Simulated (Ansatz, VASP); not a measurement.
## Y5F: VASP beside Ansatz

File INCAR:

```
SYSTEM = Y5F
  PREC = Accurate
  ENCUT = 600
  EDIFF = 1E-6
  ISMEAR = 0
  SIGMA = 0.2
  LREAL = .FALSE.
  LASPH = .TRUE.
  NELM = 100
  ALGO = Normal
  ISIF = 3
  LWAVE = .FALSE.
  LCHARG = .FALSE.
  GGA = PE
  IBRION = 2
  NSW = 36
  EDIFFG = -0.08
```

File KPOINTS:

```
Automatic mesh
0
G
  4 4 4
  0 0 0
```

File POSCAR:

```
Y5F
1.0
   -4.0100000000      4.0100000000      2.5350000000
    4.0100000000     -4.0100000000      2.5350000000
    4.0100000000      4.0100000000     -2.5350000000
Y F
5 1
Direct
    0.0000000000      0.0000000000      0.0000000000
    0.6000000000      0.2000000000      0.8000000000
    0.2000000000      0.4000000000      0.6000000000
    0.4000000000      0.8000000000      0.2000000000
    0.8000000000      0.6000000000      0.4000000000
    0.5000000000      0.5000000000      0.0000000000
```

Input for Ansatz:

```yaml
crystal:
  lattice:
    - [-4.01, 4.01, 2.535]
    - [4.01, -4.01, 2.535]
    - [4.01, 4.01, -2.535]
  atoms:
    - { symbol: "Y", position: [0.0, 0.0, 0.0] }
    - { symbol: "Y", position: [0.6, 0.2, 0.8] }
    - { symbol: "Y", position: [0.2, 0.4, 0.6] }
    - { symbol: "Y", position: [0.4, 0.8, 0.2] }
    - { symbol: "Y", position: [0.8, 0.6, 0.4] }
    - { symbol: F, position: [0.5, 0.5, 0.0] }
basis:
  ecutwfc: 420
kpoints:
  mp_grid: { grid: [4, 4, 4] }
hamiltonian:
  xc: pbe
scf:
  occupations: { method: gaussian, width: 0.2 }
  lower_state_search: "off"
output:
  forces: true
  stress: true
  eigenvalues: true
relax:
  adjacent_minimum: "off"
  f_tol: 0.08
  max_steps: 16
  cell: { stress_tol: 0.8 }
```

Alike in both runs: task relaxation of cell and atoms; functional PBE; k mesh 4 × 4 × 4; occupations gaussian, width 0.2 eV; no spin polarisation.

```csv
,VASP,Ansatz
version,VASP 6.6.1,Ansatz 0.2.0
potentials or method,"VASP PAW PBE potentials, release 64 (Y_sv, F), cutoff 600 eV","scalar-relativistic, plane waves, PAW"
valence electrons in the cell,62,62
```

```tsv
	VASP	Ansatz	Ansatz less VASP
gap on the k mesh at the Fermi level, each at its own relaxed structure (eV)	none	none	-
relaxed volume (Å³/atom)	27.18	27.18	0.000
relaxed cell length with the largest relative difference (Å)	6.212	6.212	0.0000
```

A gap of «none» marks a metal or a gap that the smearing closes.

The k mesh is coarse, so the values compare programs but aren't converged. Noted on VASP's run: the relaxation stopped at its first step, so nothing moved.
